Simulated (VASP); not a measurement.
# Zr (Fd-3m) in VASP: further runs

The runs below take Zr through single point, with LDA.

All numbers are computed with VASP 6.6.1; they aren't measurements. Logs are shortened: lines on timing, memory, paths and dates and some standing lists are left out, and cuts for length are marked.

## (1) The cell of the first run

The structure is cubic, space group Fd-3m (No. 227). Conventional cell: a = 5.972 Å, b = 5.972 Å, c = 5.972 Å, α = 90.00°, β = 90.00°, γ = 90.00°. Zr (site symmetry -43m) has 4 Zr at 2.59 Å within 3.4 Å.

This isn't the form of Zr at room conditions, which is hcp.

## (2) Single point, LDA (26.63 Å³/atom)

Contents of INCAR:

```
PREC     = Accurate       # precision mode
ENCUT    = 520            # plane-wave cutoff, eV
EDIFF    = 1E-6           # SCF threshold, eV
ISMEAR   = -1             # smearing method
SIGMA    = 0.1            # smearing width, eV
LREAL    = F              # projectors in reciprocal space
LASPH    = T              # aspherical terms in the spheres
NELM     = 60             # most SCF steps
ALGO     = Normal         # electronic algorithm
ISIF     = 2              # what is computed and relaxed
LWAVE    = F              # write WAVECAR
LCHARG   = T              # write CHGCAR
LELF     = T              # ELF
LVHAR    = T            
NBANDS   = 19             # bands
```

Contents of KPOINTS:

```
Automatic mesh
0
Gamma
  10 10 10
```

Contents of POSCAR:

```
Zr
1.0
    0.0000000000      2.9861470667      2.9861470667
    2.9861470667      0.0000000000      2.9861470667
    2.9861470667      2.9861470667      0.0000000000
Zr
2
Direct
    0.1250000000      0.1250000000      0.1250000000
    0.8750000000      0.8750000000      0.8750000000
```

Potentials or basis: VASP PAW LDA potentials, release 64 (Zr_sv).

Started as:

```sh
$ cat potpaw_LDA.64/Zr_sv/POTCAR > POTCAR
$ mpirun -np 1 vasp_std > vasp.out
```

OUTCAR:

```text
PREC = Accurate
   ENCUT = 520
   EDIFF = 1E-6
   ISMEAR = -1
   LREAL = F
   LASPH = T
   NELM = 60
   ISIF = 2

 ion  position               nearest neighbor table
   1  0.125  0.125  0.125-   2 2.59   2 2.59   2 2.59   2 2.59
   2  0.875  0.875  0.875-   1 2.59   1 2.59   1 2.59   1 2.59

  LATTYP: Found a face centered cubic cell.
 ALAT       =     5.9722941334

  Lattice vectors:

 A1 = (   0.0000000000,   2.9861470667,   2.9861470667)
 A2 = (   2.9861470667,   0.0000000000,   2.9861470667)
 A3 = (   2.9861470667,   2.9861470667,   0.0000000000)

Analysis of symmetry for initial positions (statically):
=====================================================================
 Subroutine PRICEL returns:
 Original cell was already a primitive cell.

 Routine SETGRP: Setting up the symmetry group for a
 face centered cubic supercell.

 Subroutine GETGRP returns: Found 48 space group operations
 (whereof 12 operations were pure point group operations)
 out of a pool of 48 trial point group operations.

The static configuration has the point symmetry D_3d.
 The point group associated with its full space group is O_h .

Analysis of symmetry for dynamics (positions and initial velocities):
=====================================================================
 Subroutine PRICEL returns:
 Original cell was already a primitive cell.

 Routine SETGRP: Setting up the symmetry group for a
 face centered cubic supercell.

 Subroutine GETGRP returns: Found 48 space group operations
 (whereof 12 operations were pure point group operations)
 out of a pool of 48 trial point group operations.

The dynamic configuration has the point symmetry D_3d.
 The point group associated with its full space group is O_h .

 Subroutine INISYM returns: Found 48 space group operations
 (whereof 12 operations are pure point group operations),
 and found     1 'primitive' translations

----------------------------------------------------------------------------------------

                                     Primitive cell

  volume of cell :      53.2554

  direct lattice vectors                    reciprocal lattice vectors
     0.000000000  2.986147067  2.986147067    -0.167439844  0.167439844  0.167439844
     2.986147067  0.000000000  2.986147067     0.167439844 -0.167439844  0.167439844
     2.986147067  2.986147067  0.000000000     0.167439844  0.167439844 -0.167439844

  length of vectors
     4.223049681  4.223049681  4.223049681     0.290014318  0.290014318  0.290014318

  position of ions in fractional coordinates (direct lattice)
     0.125000000  0.125000000  0.125000000
     0.875000000  0.875000000  0.875000000

  ion indices of the primitive-cell ions
   primitive index   ion index
                 1           1
                 2           2

----------------------------------------------------------------------------------------

 KPOINTS: Automatic mesh

Automatic generation of k-mesh.
 Grid dimensions read from file:
 generate k-points for:   10   10   10

 Generating k-lattice:

  Cartesian coordinates                     Fractional coordinates (reciprocal lattice)
    -0.016743984  0.016743984  0.016743984     0.100000000  0.000000000  0.000000000
     0.016743984 -0.016743984  0.016743984     0.000000000  0.100000000  0.000000000
     0.016743984  0.016743984 -0.016743984     0.000000000  0.000000000  0.100000000

  Length of vectors
     0.029001432  0.029001432  0.029001432

  Shift w.r.t. Gamma in fractional coordinates (k-lattice)
     0.000000000  0.000000000  0.000000000

 Subroutine IBZKPT returns following result:
 ===========================================

 Found     47 irreducible k-points:

 Following reciprocal coordinates:
            Coordinates               Weight
  0.000000  0.000000  0.000000      1.000000
  0.100000  0.000000  0.000000      8.000000
  0.200000  0.000000  0.000000      8.000000
  0.300000  0.000000  0.000000      8.000000
  0.400000  0.000000  0.000000      8.000000
  0.500000  0.000000  0.000000      4.000000
[... 16 lines left out ...]
  0.300000  0.300000  0.000000      6.000000
  0.400000  0.300000  0.000000     24.000000
 [... further k-points ...]
   k-points           NKPTS =     47   k-points in BZ     NKDIM =     47   number of bands    NBANDS=     19
   number of dos      NEDOS =    301   number of ions     NIONS =      2
   total plane-waves  NPLWV =  32768
   dimension x,y,z NGX =    32 NGY =   32 NGZ =   32
   dimension x,y,z NGXF=    64 NGYF=   64 NGZF=   64
   ions per type =               2
   NGX,Y,Z   is equivalent  to a cutoff of  12.60, 12.60, 12.60 a.u.
   NGXF,Y,Z  is equivalent  to a cutoff of  25.19, 25.19, 25.19 a.u.
 SYSTEM =  unknown system
   PREC   = accura    normal or accurate (medium, high low for compatibility)
   ISTART =      0    job   : 0-new  1-cont  2-samecut
   ICHARG =      2    charge: 1-file 2-atom 10-const
   ISPIN  =      1    spin polarized calculation?
   LNONCOLLINEAR =      F non collinear calculations
   LSORBIT =      F    spin-orbit coupling
   LASPH  =      T    aspherical Exc in radial PAW
   ENCUT  =  520.0 eV  38.22 Ry    6.18 a.u.   7.85  7.85  7.85*2*pi/ulx,y,z
   NELM   =     60;   NELMIN=  2; NELMDL= -5     # of ELM steps
   EDIFF  = 0.1E-05   stopping-criterion for ELM
   LREAL  =      F    real-space projection
   EDIFFG = 0.1E-04   stopping-criterion for IOM
   NSW    =      0    number of steps for IOM
   IBRION =     -1    ionic relax: 0-MD 1-quasi-New 2-CG
   NFREE  =      0    steps in history (QN), initial steepest desc. (CG)
   ISIF   =      2    stress and relaxation
   ISYM   =      2    0-nonsym 1-usesym 2-fastsym
   POTIM  = 0.5000    time-step for ionic-motion
   TEBEG  =    0.0;   TEEND  =   0.0 temperature during run
   PSTRESS=    0.0 pullay stress
   NELECT =      24.0000    total number of electrons
   NUPDOWN=      -1.0000    fix difference up-down
   EMIN   =  10.00;   EMAX   =-10.00  energy-range for DOS
   EFERMI =   0.00;   METHOD = LEGACY
   ISMEAR =    -1;   SIGMA  =   0.10  broadening in eV -4-tet -1-fermi 0-gaus
   EFERMI_NEDOS =   21; number of points for ismear=-14 and -15
   IALGO  =     38    algorithm
   IMIX   =      4    mixing-type and parameters
     AMIX     =   0.40;   BMIX     =  1.00
     AMIX_MAG =   1.60;   BMIX_MAG =  1.00
  volume/ion in A,a.u.               =      26.63       179.69
  Fermi-wavevector in a.u.,A,eV,Ry     =   1.255136  2.371863 21.434154  1.575366
  Thomas-Fermi vector in A             =   2.388907
   LORBIT       =      0    0 simple, 1 ext, 2 COOP (PROOUT), +10 PAW based schemes
   GGA     = CA    functional components
   LHFCALC =     F    Hartree Fock is set to
   AEXX    =    0.0000 exact exchange contribution
   IVDW    =     0    specifies the selected vdW correction
   LEPSILON=     F    determine dielectric tensor
   LRPA    =     F    only Hartree local field effects (RPA)
 non-spin polarized calculation
  energy-cutoff  :      520.00
  volume of cell :       53.26
 maximum number of plane-waves:      1459
   NGX = 15   NGY = 15   NGZ = 15

 number of electron      24.0000000 magnetization

 Free energy of the ion-electron system (eV)
  ---------------------------------------------------
  ext. energy  EPLUGINS =         0.00000000
  ---------------------------------------------------
  free energy    TOTEN  =       -13.89502660 eV

  energy without entropy =      -13.75561719  energy(sigma->0) =      -13.82532189

 E-fermi :   6.7690     XC(G=0): -10.3630

 val. band max:        6.7552828006   @ k =   0.5000   0.4000   0.0000
 cond. band min:       6.7730099788   @ k =   0.1000   0.0000   0.0000
 fundamental gap:      0.0177271782
 Fermi energy:         6.7689702564

 k-point     1 :       0.0000    0.0000    0.0000
  band No.  band energies     occupation
      1     -41.8990      2.00000
      2     -40.9580      2.00000
      3     -20.4644      2.00000
      4     -20.4644      2.00000
      5     -20.4644      2.00000
      6     -19.0565      2.00000
[... 11 lines left out ...]
     18      13.1546      0.00000
     19      13.1546      0.00000

 k-point     2 :       0.1000    0.0000    0.0000
  band No.  band energies     occupation
      1     -41.8827      2.00000
      2     -40.9762      2.00000
      3     -20.4833      2.00000
      4     -20.4833      2.00000
      5     -20.4653      2.00000
      6     -19.0540      2.00000
[... 11 lines left out ...]
     18      13.1077      0.00000
     19      13.1077      0.00000

 k-point     3 :       0.2000    0.0000    0.0000
  band No.  band energies     occupation
      1     -41.8367      2.00000
      2     -41.0272      2.00000
      3     -20.5302      2.00000
      4     -20.5302      2.00000
      5     -20.4690      2.00000
      6     -19.0455      2.00000
[... 11 lines left out ...]
     18      12.9585      0.00000
     19      12.9585      0.00000

 k-point     4 :       0.3000    0.0000    0.0000
  band No.  band energies     occupation
      1     -41.7704      2.00000
      2     -41.0998      2.00000
      3     -20.5840      2.00000
      4     -20.5840      2.00000
      5     -20.4763      2.00000
      6     -19.0314      2.00000
[... 11 lines left out ...]
     18      12.6815      0.00000
     19      12.6815      0.00000

 k-point     5 :       0.4000    0.0000    0.0000
  band No.  band energies     occupation
      1     -41.7039      2.00000
      2     -41.1713      2.00000
      3     -20.6247      2.00000
      4     -20.6247      2.00000
      5     -20.4843      2.00000
      6     -19.0173      2.00000
[... 11 lines left out ...]
     18      12.2819      0.00000
     19      12.2820      0.00000
[... 334 lines left out ...]
      2     -41.2038      2.00000
      3     -20.7844      2.00000
      4     -20.6401      2.00000
      5     -20.2638      2.00000
      6     -19.2311      2.00000
[... 11 lines left out ...]
     18      10.7979      0.00000
     19      13.1832      0.00000

 k-point    22 :      -0.2000    0.2000    0.0000
  band No.  band energies     occupation
      1     -41.7437      2.00000
      2     -41.1287      2.00000
      3     -20.7177      2.00000
      4     -20.5857      2.00000
      5     -20.3391      2.00000
      6     -19.1633      2.00000
[... 11 lines left out ...]
     18      11.5324      0.00000
     19      13.3562      0.00000

 k-point    23 :       0.3000    0.3000    0.0000
  band No.  band energies     occupation
      1     -41.7135      2.00000
      2     -41.1611      2.00000
      3     -20.7119      2.00000
      4     -20.7119      2.00000
      5     -20.1727      2.00000
      6     -19.3584      2.00000
[... 11 lines left out ...]
     18      10.9066      0.00000
     19      13.2898      0.00000

 k-point    24 :       0.4000    0.3000    0.0000
  band No.  band energies     occupation
      1     -41.6476      2.00000
      2     -41.2310      2.00000
      3     -20.7655      2.00000
      4     -20.7497      2.00000
      5     -20.0876      2.00000
      6     -19.4387      2.00000
[... 11 lines left out ...]
     18      10.7219      0.00000
     19      13.0953      0.00000

 [... further k-points ...]
[... 5 lines left out ...]
  --------------------------------------------------------------------------------------
  -------------------------------------------------------------------------------------
  Total        0.6167073      0.6167073      0.6167073     -0.0000000      0.0000000      0.0000000
  in kB       18.5535098     18.5535098     18.5535098     -0.0000000      0.0000000      0.0000000
  external PRESSURE =      18.5535098 kB  Pullay stress =       0.0000000 kB

 VOLUME and BASIS-vectors are now :
 -----------------------------------------------------------------------------
  energy-cutoff  :      520.00
  volume of cell :       53.26
      direct lattice vectors                 reciprocal lattice vectors
     0.000000000  2.986147067  2.986147067    -0.167439844  0.167439844  0.167439844
     2.986147067  0.000000000  2.986147067     0.167439844 -0.167439844  0.167439844
     2.986147067  2.986147067  0.000000000     0.167439844  0.167439844 -0.167439844

 POSITION                                       TOTAL-FORCE (eV/Angst)
 -----------------------------------------------------------------------------------
      0.74654      0.74654      0.74654         0.000000     -0.000000      0.000000
      5.22576      5.22576      5.22576        -0.000000      0.000000     -0.000000
 -----------------------------------------------------------------------------------
    total drift:                                0.000000      0.000000     -0.000000

  FREE ENERGIE OF THE ION-ELECTRON SYSTEM (eV)
  ---------------------------------------------------
  free  energy   TOTEN  =       -13.8950265971 eV

  energy  without entropy=      -13.7556171877  energy(sigma->0) =      -13.82532189
```

It took 28 s on 1 thread of Intel Xeon Platinum 8375C at 2.90GHz (Ice Lake), shared host; peak memory 0.17 GiB.

What came out:

- Free energy: -13.8950 eV
- Pressure: 1.9 GPa
- Band gap on the k mesh: zero (bands 12 and 13 overlap by 0.46 eV)

## (3) Single point, LDA (27.74 Å³/atom)

This run uses another cell than the first one, of 27.74 Å³/atom.

Contents of INCAR:

```
PREC = Accurate
ENCUT = 520
EDIFF = 1E-7
ISMEAR = -1
SIGMA = 0.1
LREAL = False
LASPH = True
NELM = 60
ALGO = Normal
ISIF = 2
LWAVE = False
LCHARG = False
NBANDS = 19
```

KPOINTS is that of step 2.

Contents of POSCAR:

```
Zr
1.0
    0.0000000000      3.0270582747      3.0270582747
    3.0270582747      0.0000000000      3.0270582747
    3.0270582747      3.0270582747      0.0000000000
Zr
2
Direct
    0.1250000000      0.1250000000      0.1250000000
    0.8750000000      0.8750000000      0.8750000000
```

Potentials or basis: VASP PAW LDA potentials, release 64 (Zr_sv).

Started as:

```sh
$ cat potpaw_LDA.64/Zr_sv/POTCAR > POTCAR
$ mpirun -np 1 vasp_std > vasp.out
```

Run time: 35 s. Hardware: 1 thread of Intel Xeon Platinum 8375C at 2.90GHz (Ice Lake), shared host; peak memory 0.17 GiB.

Results (log left out):

```
Free energy            : -13.9089 eV
Pressure               : 0.1 GPa
Band gap on the k mesh : zero (bands 12 and 13 overlap by 0.34 eV)
```

Levels at points of the mesh, in eV from the Fermi level:
```
           k point  band 9  band 10  band 11  band 12  band 13  band 14  band 15  band 16
(0.00, 0.00, 0.00)   -4.21    -1.06    -1.06     0.03     0.03     0.03     2.35     2.35
(0.50, 0.00, 0.00)   -1.57    -1.33    -0.92    -0.92    -0.22    -0.22     1.05     3.59
(0.50, 0.50, 0.00)   -2.10    -2.10    -0.16    -0.16     0.71     0.71     1.78     1.78
```

## (4) Single point, LDA (28.85 Å³/atom)

This run uses another cell than the first one, of 28.85 Å³/atom.

Contents of INCAR:

```
SYSTEM = Zr
ALGO = Normal
EDIFF = 1E-7
ENCUT = 520
GGA = CA
ISIF = 2
ISMEAR = -1
LASPH = .True.
LCHARG = .True.
LELF = .True.
LREAL = .False.
LVHAR = .True.
LWAVE = .False.
NBANDS = 19
NELM = 80
PREC = Accurate
SIGMA = 0.1
```

Contents of KPOINTS:

```
k-points
0
Gamma
  10 10 10
  0 0 0
```

Contents of POSCAR:

```
Zr
1.0
    0.0000000000      3.0668925569      3.0668925569
    3.0668925569      0.0000000000      3.0668925569
    3.0668925569      3.0668925569      0.0000000000
Zr
2
Direct
    0.1250000000      0.1250000000      0.1250000000
    0.8750000000      0.8750000000      0.8750000000
```

Started as:

```sh
$ cat potpaw_LDA.64/Zr_sv/POTCAR > POTCAR
$ mpirun -np 1 vasp_std > vasp.out
```

It took 33 s on 1 thread of Intel Xeon Platinum 8375C at 2.90GHz (Ice Lake), shared host; peak memory 0.17 GiB.

The run converged. Its results:

```yaml
Free_energy: -13.9001 eV
Pressure: -1.4 GPa
Band_gap_on_the_k_mesh: zero (bands 12 and 13 overlap by 0.27 eV)
```

Levels at points of the mesh, in eV from the Fermi level:
```
           k point  band 10  band 11  band 12  band 13  band 14  band 15
(0.00, 0.00, 0.00)    -0.96    -0.96     0.03     0.03     0.03     2.27
(0.50, 0.00, 0.00)    -1.22    -0.83    -0.83    -0.19    -0.19     0.93
(0.50, 0.50, 0.00)    -1.96    -0.12    -0.12     0.56     0.56     1.77
```

## (5) Overview

```tsv
cell	gap on the mesh (eV)	pressure (GPa)
a = 4.223 Å, angles 60.0°, 2 atoms	none	1.9
a = 4.281 Å, angles 60.0°, 2 atoms	none	0.1
a = 4.337 Å, angles 60.0°, 2 atoms	none	-1.4
```

Alike in all rows: task single point; level LDA; potentials or basis VASP PAW LDA potentials, release 64 (Zr_sv); no spin polarisation; k mesh 10 × 10 × 10; cutoff (eV) 520; smearing fermi-dirac 0.1 eV.

Total energies depend on the potentials used, so only differences within one code and one set of settings carry meaning.
